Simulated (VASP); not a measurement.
# BeAl (P-6m2) in VASP: further runs, part 3 of 3

VASP 6.6.1.

## Step 4: Relaxation of cell and atoms, PBE

This run uses another cell than the first one, of 12.40 Å³/atom, 0.966 times its volume.

Input file INCAR:

```
SYSTEM = BeAl
PREC = Accurate
ENCUT = 600
EDIFF = 1E-7
ISMEAR = 0
SIGMA = 0.1
LREAL = .False.
LASPH = .True.
NELM = 100
ALGO = Normal
ISIF = 3
LWAVE = .False.
LCHARG = .False.
GGA = PE
IBRION = 2
NSW = 100
EDIFFG = -0.01
```

Input file KPOINTS:

```
regular mesh
0
Gamma
  24 24 14
  0 0 0
```

Input file POSCAR:

```
BeAl
1.0
    2.7391122400      0.0000000000      0.0000000000
   -1.3695561200      2.3721407800      0.0000000000
    0.0000000000      0.0000000000      3.8153387000
Be Al
1 1
Direct
    0.0000000000      0.0000000000      0.0000000000
    0.3333333300      0.6666666700      0.5000000000
```

Potentials or basis: VASP PAW PBE potentials, release 64 (Be, Al).

Command:

```bash
$ cat potpaw_PBE.64/Be/POTCAR potpaw_PBE.64/Al/POTCAR > POTCAR
$ mpirun -np 1 vasp_std > vasp.out
```

OUTCAR:

```text
SYSTEM = BeAl
   PREC = Accurate
   ENCUT = 600
   EDIFF = 1E-7
   ISMEAR = 0
   LREAL = .False.
   LASPH = .True.
   NELM = 100
   ISIF = 3
   GGA = PE
   IBRION = 2
   NSW = 100
   EDIFFG = -0.01

 ion  position               nearest neighbor table
   1  0.000  0.000  0.000-   2 2.48   2 2.48   2 2.48   2 2.48   2 2.48   2 2.48
   2  0.333  0.667  0.500-   1 2.48   1 2.48   1 2.48   1 2.48   1 2.48   1 2.48

  LATTYP: Found a hexagonal cell.
 ALAT       =     2.7391122400
 C/A-ratio  =     1.3929106826

  Lattice vectors:

 A1 = (   2.7391122400,   0.0000000000,   0.0000000000)
 A2 = (  -1.3695561200,   2.3721407800,   0.0000000000)
 A3 = (   0.0000000000,   0.0000000000,   3.8153387000)

Analysis of symmetry for initial positions (statically):
=====================================================================
 Subroutine PRICEL returns:
 Original cell was already a primitive cell.

 Routine SETGRP: Setting up the symmetry group for a
 hexagonal supercell.

 Subroutine GETGRP returns: Found 12 space group operations
 (whereof 12 operations were pure point group operations)
 out of a pool of 24 trial point group operations.

The static configuration has the point symmetry D_3h.

Analysis of symmetry for dynamics (positions and initial velocities):
=====================================================================
 Subroutine PRICEL returns:
 Original cell was already a primitive cell.

 Routine SETGRP: Setting up the symmetry group for a
 hexagonal supercell.

 Subroutine GETGRP returns: Found 12 space group operations
 (whereof 12 operations were pure point group operations)
 out of a pool of 24 trial point group operations.

The dynamic configuration has the point symmetry D_3h.

 Subroutine INISYM returns: Found 12 space group operations
[... 136 lines left out ...]

--------------------------------------- Ionic step        1  -------------------------------------------

 number of electron       5.0000000 magnetization

 Free energy of the ion-electron system (eV)
  ---------------------------------------------------
  ext. energy  EPLUGINS =         0.00000000
  ---------------------------------------------------
  free energy    TOTEN  =        -6.80953650 eV

  energy without entropy =       -6.80603988  energy(sigma->0) =       -6.80778819

------------------------ aborting loop because EDIFF is reached ----------------------------------------

  FORCE on cell =-STRESS in cart. coord.  units (eV):
  Direction    XX          YY          ZZ          XY          YZ          ZX
  --------------------------------------------------------------------------------------
  -------------------------------------------------------------------------------------
  Total        0.4239597      0.4239597      0.8942409      0.0000000      0.0000000      0.0000000
  in kB       27.4000733     27.4000732     57.7938646      0.0000000      0.0000000      0.0000000
  external PRESSURE =      37.5313370 kB  Pullay stress =       0.0000000 kB
[... 89 lines left out ...]
  FREE ENERGIE OF THE ION-ELECTRON SYSTEM (eV)
  ---------------------------------------------------
  free  energy   TOTEN  =        -6.8227258547 eV

  energy  without entropy=       -6.8184682310  energy(sigma->0) =       -6.82059704

[... ionic steps 4 to 8 ...]

--------------------------------------- Ionic step        9  -------------------------------------------

 number of electron       5.0000000 magnetization

------------------------ aborting loop because EDIFF is reached ----------------------------------------
[... 67 lines left out ...]
--------------------------------------- Ionic step       11  -------------------------------------------

 number of electron       5.0000000 magnetization

 Free energy of the ion-electron system (eV)
  ---------------------------------------------------
  ext. energy  EPLUGINS =         0.00000000
  ---------------------------------------------------
  free energy    TOTEN  =        -6.83037108 eV

  energy without entropy =       -6.82670945  energy(sigma->0) =       -6.82854026

 E-fermi :   7.2670     XC(G=0): -10.1690

 val. band max:        7.2587550025   @ k =   0.2917   0.1250   0.2143
 cond. band min:       7.2672860677   @ k =   0.3750   0.2500   0.3571
 fundamental gap:      0.0085310652
 Fermi energy:         7.2669679521

 k-point     1 :       0.0000    0.0000    0.0000
  band No.  band energies     occupation
      1      -3.8302      2.00000
      2       3.5526      2.00000
      3       5.9688      2.00000
      4      16.9530      0.00000
      5      16.9530      0.00000
      6      20.9444      0.00000
[... 199 lines left out ...]
 k-point    24 :       0.4583    0.0417    0.0000
  band No.  band energies     occupation
      1       1.8242      2.00000
      2       2.8742      2.00000
      3       8.6007      0.00000
      4      10.5304      0.00000
      5      11.3203      0.00000
      6      12.0418      0.00000

 [... further k-points ...]
[... 5 lines left out ...]
  --------------------------------------------------------------------------------------
  -------------------------------------------------------------------------------------
  Total       -0.0044009     -0.0044009     -0.0013714      0.0000000     -0.0000000      0.0000000
  in kB       -0.2745637     -0.2745637     -0.0855604      0.0000000     -0.0000000      0.0000000
  external PRESSURE =      -0.2115626 kB  Pullay stress =       0.0000000 kB
[... 17 lines left out ...]
  FREE ENERGIE OF THE ION-ELECTRON SYSTEM (eV)
  ---------------------------------------------------
  free  energy   TOTEN  =        -6.8303710763 eV

  energy  without entropy=       -6.8267094477  energy(sigma->0) =       -6.82854026

 reached required accuracy - stopping structural energy minimisation
```

Wall time 3.9 min (1 thread of Intel Xeon Platinum 8259CL at 2.50GHz (Skylake/Cascade Lake), shared host); peak memory 0.23 GiB.

What came out:

```yaml
Free_energy: -6.8304 eV
Relaxed_volume: 12.84 Å³/atom
Relaxed_cell: a = 2.716 Å, b = 2.716 Å, c = 4.020 Å, α = 90.00°, β = 90.00°, γ = 120.00°
Space_group_after_relaxing_to_0.05_Å: P-6m2 (No. 187)
Energy_gained_by_relaxing: 10.4 meV/atom
Ionic_steps: 11
Pressure_after_relaxing: 0.0 GPa
```

Step by step:
```
step  energy change (eV)  largest force (eV/Å)  pressure (GPa)  volume (Å³)
   1              0.0000                0.0000            3.75        24.79
   2             -0.0132                0.0000           -0.39        25.85
   3             -0.0132                0.0000           -0.31        25.82
   4             -0.0146                0.0000           -0.23        25.78
   5             -0.0187                0.0000            0.10        25.66
   6             -0.0174                0.0000            1.02        25.40
   7             -0.0206                0.0000            0.42        25.56
   8             -0.0206                0.0000            0.49        25.54
   9             -0.0203                0.0000           -0.50        25.81
  10             -0.0208                0.0000            0.13        25.64
  11             -0.0208                0.0000           -0.02        25.68
```

Final structure:
```yaml
crystal:
  lattice:
    - [2.71610, 0.00000, 0.00000]
    - [-1.35805, 2.35221, 0.00000]
    - [0.00000, 0.00000, 4.01968]
  atoms:
    - { symbol: Be, position: [0.00000, 0.00000, 0.00000] }
    - { symbol: Al, position: [0.33333, 0.66667, 0.50000] }
```

## Step 5: Single point, PBE

This run uses another cell than the first one, of 12.40 Å³/atom, 0.966 times its volume.

Input file INCAR:

```
PREC = Accurate ; ENCUT = 520
EDIFF = 1E-7 ; ISMEAR = 0
SIGMA = 0.1 ; LREAL = F
LASPH = T ; NELM = 100
ALGO = Normal ; ISIF = 2
LWAVE = F ; LCHARG = T
GGA = PE ; LELF = T
LVHAR = T ; NBANDS = 10
```

Input file KPOINTS:

```
Automatic mesh
0
Gamma
  9 9 4
```

POSCAR is that of step 4.

Command:

```bash
$ cat potpaw_PBE.64/Be/POTCAR potpaw_PBE.64/Al/POTCAR > POTCAR
$ mpirun -np 1 vasp_std > vasp.out
```

It took 5.6 s on 1 thread of Intel Xeon Platinum 8259CL at 2.50GHz (Skylake/Cascade Lake), shared host; peak memory 0.13 GiB.

It converged, with:

```
Free energy : -6.7744 eV
Pressure    : 3.9 GPa
```

Stress tensor (GPa, compression positive):
```
2.13 0.00 0.00
0.00 2.13 0.00
0.00 0.00 7.37
```

Levels at points of the mesh, in eV from the Fermi level:
| k point | band 1 | band 2 | band 3 | band 4 | band 5 | band 6 | band 7 |
| --- | --- | --- | --- | --- | --- | --- | --- |
| (0.00, 0.00, 0.00) | -11.33 | -3.32 | -0.47 | 9.02 | 9.02 | 13.06 | 13.06 |
| (0.00, 0.00, 0.50) | -9.83 | -8.02 | 7.62 | 10.09 | 10.09 | 11.15 | 13.23 |

Caveat: the k points lie up to 0.41 Å⁻¹ apart.

## Step 6: The runs side by side

```tsv
task	cell	k mesh	cutoff (eV)	gap on the mesh (eV)	pressure (GPa)
single point	a = 2.716, b = 2.716, c = 4.019 Å, angles 90.0, 90.0, 120.0°, 2 atoms	24 × 24 × 14	520	none	0.0
relaxation of cell and atoms	relaxed from a = 2.739, b = 2.739, c = 3.815 Å, angles 90.0, 90.0, 120.0°, 2 atoms	24 × 24 × 14	600	none	0.0
single point	a = 2.739, b = 2.739, c = 3.815 Å, angles 90.0, 90.0, 120.0°, 2 atoms	9 × 9 × 4	520	none	3.9
```

Alike in all rows: level PBE; potentials or basis VASP PAW PBE potentials, release 64 (Be, Al); no spin polarisation; smearing gaussian 0.1 eV.

Caveats: some runs use coarse meshes.

Absolute energies hang on the potentials; compare differences alone.
